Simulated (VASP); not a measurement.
# P (Fm-3m) in VASP: a series of runs, part 2 of 2

VASP 6.6.1. The steps go on from the part before.

## 4. Single point, PBE (8.00 Å³/atom)

This run uses another cell than the first one, of 8.00 Å³/atom.

Contents of INCAR:

```
PREC = Accurate
ENCUT = 520
EDIFF = 1E-7
ISMEAR = -1
SIGMA = 0.1
LREAL = F
LASPH = T
NELM = 100
ALGO = Normal
ISIF = 2
LWAVE = F
LCHARG = T
GGA = PE
LELF = T
LVHAR = T
NBANDS = 8
```

Contents of KPOINTS:

```
Automatic mesh
0
Gamma
  18 18 18
```

Contents of POSCAR:

```
P
1.0
    0.0000000000      1.5876908076      1.5876908076
    1.5876908076      0.0000000000      1.5876908076
    1.5876908076      1.5876908076      0.0000000000
P
1
Direct
    0.0000000000      0.0000000000      0.0000000000
```

Potentials or basis: VASP PAW PBE potentials, release 64 (P).

Started as:

```sh
cat potpaw_PBE.64/P/POTCAR > POTCAR
mpirun -np 1 vasp_std > vasp.out
```

OUTCAR:

```text
PREC = Accurate
   ENCUT = 520
   EDIFF = 1E-7
   ISMEAR = -1
   LREAL = F
   LASPH = T
   NELM = 100
   ISIF = 2
   GGA = PE

 ion  position               nearest neighbor table
   1  0.000  0.000  0.000-

  LATTYP: Found a face centered cubic cell.
 ALAT       =     3.1753816152

  Lattice vectors:

 A1 = (   0.0000000000,   1.5876908076,   1.5876908076)
 A2 = (   1.5876908076,   0.0000000000,   1.5876908076)
 A3 = (   1.5876908076,   1.5876908076,   0.0000000000)

Analysis of symmetry for initial positions (statically):
=====================================================================
 Subroutine PRICEL returns:
 Original cell was already a primitive cell.

 Routine SETGRP: Setting up the symmetry group for a
 face centered cubic supercell.

 Subroutine GETGRP returns: Found 48 space group operations
 (whereof 48 operations were pure point group operations)
 out of a pool of 48 trial point group operations.

The static configuration has the point symmetry O_h .

Analysis of symmetry for dynamics (positions and initial velocities):
=====================================================================
 Subroutine PRICEL returns:
 Original cell was already a primitive cell.

 Routine SETGRP: Setting up the symmetry group for a
 face centered cubic supercell.

 Subroutine GETGRP returns: Found 48 space group operations
 (whereof 48 operations were pure point group operations)
 out of a pool of 48 trial point group operations.

The dynamic configuration has the point symmetry O_h .

 Subroutine INISYM returns: Found 48 space group operations
 (whereof 48 operations are pure point group operations),
 and found     1 'primitive' translations

[... 109 lines left out ...]
   IALGO  =     38    algorithm
   IMIX   =      4    mixing-type and parameters
     AMIX     =   0.40;   BMIX     =  1.00
     AMIX_MAG =   1.60;   BMIX_MAG =  1.00
  volume/ion in A,a.u.               =       8.00        54.02
  Fermi-wavevector in a.u.,A,eV,Ry     =   1.399444  2.644566 26.646247  1.958444
  Thomas-Fermi vector in A             =   2.522503
   LORBIT       =      0    0 simple, 1 ext, 2 COOP (PROOUT), +10 PAW based schemes
   GGA     = PE    functional components
   LHFCALC =     F    Hartree Fock is set to
   AEXX    =    0.0000 exact exchange contribution
   IVDW    =     0    specifies the selected vdW correction
   LEPSILON=     F    determine dielectric tensor
   LRPA    =     F    only Hartree local field effects (RPA)
 non-spin polarized calculation
  energy-cutoff  :      520.00
  volume of cell :        8.00
 maximum number of plane-waves:       228
 NGX is ok and might be reduce to    18
   NGX =  9   NGY =  9   NGZ =  9

 number of electron       5.0000001 magnetization

 Free energy of the ion-electron system (eV)
  ---------------------------------------------------
  ext. energy  EPLUGINS =         0.00000000
  ---------------------------------------------------
  free energy    TOTEN  =        -2.36343660 eV

  energy without entropy =       -2.35295980  energy(sigma->0) =       -2.35819820

 E-fermi :  20.7054     XC(G=0): -14.2490

 val. band max:       20.7021761192   @ k =  -0.1667   0.1667   0.0000
 cond. band min:      20.7363685938   @ k =   0.2222   0.0000   0.0000
 fundamental gap:      0.0341924745
 Fermi energy:        20.7054192939

 k-point     1 :       0.0000    0.0000    0.0000
  band No.  band energies     occupation
      1      -3.6024      2.00000
      2      33.4277      0.00000
      3      33.4277      0.00000
      4      33.4277      0.00000
      5      34.9096      0.00000
      6      34.9096      0.00000
      7      34.9096      0.00000
      8      41.3885      0.00000
[... 243 lines left out ...]
 k-point    24 :      -0.2222    0.0556    0.0000
  band No.  band energies     occupation
      1      -1.0373      2.00000
      2      19.7414      1.99987
      3      28.0373      0.00000
      4      32.2624      0.00000
      5      35.1707      0.00000
      6      37.4584      0.00000
      7      37.7069      0.00000
      8      41.1061      0.00000

 [... further k-points ...]

------------------------ aborting loop because EDIFF is reached ----------------------------------------

  FORCE on cell =-STRESS in cart. coord.  units (eV):
  Direction    XX          YY          ZZ          XY          YZ          ZX
  --------------------------------------------------------------------------------------
  -------------------------------------------------------------------------------------
  Total        8.6714268      8.6714268      8.6714268      0.0000000     -0.0000000      0.0000000
  in kB     1735.6947819   1735.6947819   1735.6947819      0.0000000     -0.0000000      0.0000000
  external PRESSURE =    1735.6947819 kB  Pullay stress =       0.0000000 kB

 VOLUME and BASIS-vectors are now :
 -----------------------------------------------------------------------------
  energy-cutoff  :      520.00
  volume of cell :        8.00
      direct lattice vectors                 reciprocal lattice vectors
     0.000000000  1.587690808  1.587690808    -0.314922778  0.314922778  0.314922778
     1.587690808  0.000000000  1.587690808     0.314922778 -0.314922778  0.314922778
     1.587690808  1.587690808  0.000000000     0.314922778  0.314922778 -0.314922778

 POSITION                                       TOTAL-FORCE (eV/Angst)
 -----------------------------------------------------------------------------------
      0.00000      0.00000      0.00000         0.000000      0.000000      0.000000
 -----------------------------------------------------------------------------------
    total drift:                               -0.000000      0.000000     -0.000000

  FREE ENERGIE OF THE ION-ELECTRON SYSTEM (eV)
  ---------------------------------------------------
  free  energy   TOTEN  =        -2.3634365965 eV

  energy  without entropy=       -2.3529597951  energy(sigma->0) =       -2.35819820
```

OSZICAR:

```text
N       E                     dE             d eps       ncg     rms          rms(c)
DAV:   1     0.180354453175E+01    0.18035E+01   -0.26097E+03  3688   0.482E+02
DAV:   2    -0.237673600592E+01   -0.41803E+01   -0.40154E+01  4584   0.481E+01
DAV:   3    -0.239528229550E+01   -0.18546E-01   -0.18542E-01  3432   0.345E+00
DAV:   4    -0.239528940520E+01   -0.71097E-05   -0.71103E-05  5320   0.696E-02
DAV:   5    -0.239528940624E+01   -0.10394E-08   -0.70944E-09  3400   0.365E-04    0.127E+01
DAV:   6    -0.237469578831E+01    0.20594E-01   -0.41514E-03  3784   0.398E-01    0.743E+00
DAV:   7    -0.236344625036E+01    0.11250E-01   -0.85181E-03  3768   0.575E-01    0.995E-02
DAV:   8    -0.236343485903E+01    0.11391E-04   -0.15754E-05  4472   0.358E-02    0.363E-02
DAV:   9    -0.236343664126E+01   -0.17822E-05   -0.19392E-06  4064   0.953E-03    0.389E-03
DAV:  10    -0.236343659646E+01    0.44793E-07   -0.39287E-08  3192   0.157E-03
   1 F= -.23634366E+01 E0= -.23581982E+01  d E =-.104768E-01
```

stdout:

```text
POSCAR found type information on POSCAR P
 POSCAR found :  1 types and       1 ions
 scaLAPACK will be used
 LDA part: xc-table for (Slater+PW92), standard interpolation
 POSCAR, INCAR and KPOINTS ok, starting setup
 FFT: planning ... GRIDC
 FFT: planning ... GRID_SOFT
 FFT: planning ... GRID
 WAVECAR not read
 entering main loop
```

Run time: 6.3 s. Hardware: 1 thread of AMD EPYC 9R45 (Zen 5), shared host; peak memory 0.09 GiB.

Results:

* Free energy: -2.3634 eV
* Pressure: 173.6 GPa
* Band gap on the k mesh: zero (an odd number of electrons rules out a gap without spin polarisation)

Caveat: the cell stands under pressure.

## 5. Single point, PBE (8.00 Å³/atom)

This run uses another cell than the first one, of 8.00 Å³/atom.

Contents of INCAR:

```
SYSTEM = P
ALGO = Normal
EDIFF = 1E-6
ENCUT = 520
GGA = PE
ISIF = 2
ISMEAR = -1
LASPH = .TRUE.
LCHARG = .FALSE.
LREAL = .FALSE.
LWAVE = .FALSE.
NBANDS = 8
NELM = 60
PREC = Accurate
SIGMA = 0.1
```

Contents of KPOINTS:

```
k-points
0
G
  18 18 18
  0 0 0
```

POSCAR is that of step 4.

Started as:

```sh
cat potpaw_PBE.64/P/POTCAR > POTCAR
mpirun -np 1 vasp_std > vasp.out
```

Wall time 5.9 s (1 thread of AMD EPYC 9R45 (Zen 5), shared host); peak memory 0.09 GiB.

Results (log left out):

| Property | Result |
| --- | --- |
| Free energy | -2.3634 eV |
| Pressure | 173.6 GPa |
| Band gap on the k mesh | zero (an odd number of electrons rules out a gap without spin polarisation) |

Levels at points of the mesh, in eV from the Fermi level:
```
           k point  band 1  band 2  band 3  band 4  band 5
(0.00, 0.00, 0.00)  -24.31   12.72   12.72   12.72   14.20
(0.50, 0.00, 0.00)  -14.13  -13.72   10.05   10.05   11.15
(0.50, 0.50, 0.00)  -11.67   -9.17    1.46    1.46    1.54
```

Caveat: the cell stands under pressure.
